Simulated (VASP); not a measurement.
Here is a VASP 6.6.1 calculation.

The input INCAR:

```
SYSTEM = CdIn2O4
ALGO = Normal
EDIFF = 1E-8
ENCUT = 520
GGA = PE
GGA_COMPAT = .False.
ISIF = 2
ISMEAR = -1
KPAR = 4
LASPH = .True.
LCHARG = .False.
LEFG = .True.
LORBIT = 11
LORBMOM = .True.
LREAL = .False.
LSORBIT = .True.
LWAVE = .False.
MAGMOM = 0 0 0 0 0 0 0 0 0 0 0 0 0 0 0 0 0 0 0 0 0 0 0 0 0 0 0 0 0 0 0 0 0 0 0 0 0 0 0 0 0 0
NBANDS = 148
NELM = 200
PREC = Accurate
SIGMA = 0.02
```

Contents of KPOINTS:

```
k-points
0
Gamma
  4 4 4
  0 0 0
```

POSCAR

```
CdIn2O4
1.0
    0.0000000000      4.5830000000      4.5830000000
    4.5830000000      0.0000000000      4.5830000000
    4.5830000000      4.5830000000      0.0000000000
Cd In O
2 4 8
Direct
    0.5000000000      0.5000000000      0.5000000000
    0.7500000000      0.7500000000      0.7500000000
    0.1250000000      0.1250000000      0.1250000000
    0.6250000000      0.1250000000      0.1250000000
    0.1250000000      0.1250000000      0.6250000000
    0.1250000000      0.6250000000      0.1250000000
    0.3625319088      0.3625319088      0.3625319088
    0.3375957265      0.8874680912      0.8874680912
    0.3625319088      0.3625319088      0.9124042735
    0.8874680912      0.3375957265      0.8874680912
    0.9124042735      0.3625319088      0.3625319088
    0.8874680912      0.8874680912      0.8874680912
    0.3625319088      0.9124042735      0.3625319088
    0.8874680912      0.8874680912      0.3375957265
```

Potentials or basis: VASP PAW PBE potentials, release 64 (Cd, In_d, O).

Run with:

```console
$ cat potpaw_PBE.64/Cd/POTCAR potpaw_PBE.64/In_d/POTCAR potpaw_PBE.64/O/POTCAR > POTCAR
$ mpirun -np 4 vasp_ncl > vasp.out
```

(1) Estimate the net moment.

(2) What does it give for the largest force?

Results:

(1) 0.00 μB per cell.

(2) 0.013 eV/Å.

Caveat: without QUAD_EFG the Cq values of the log hold for a quadrupole moment of 1 mb, not for the nuclei.
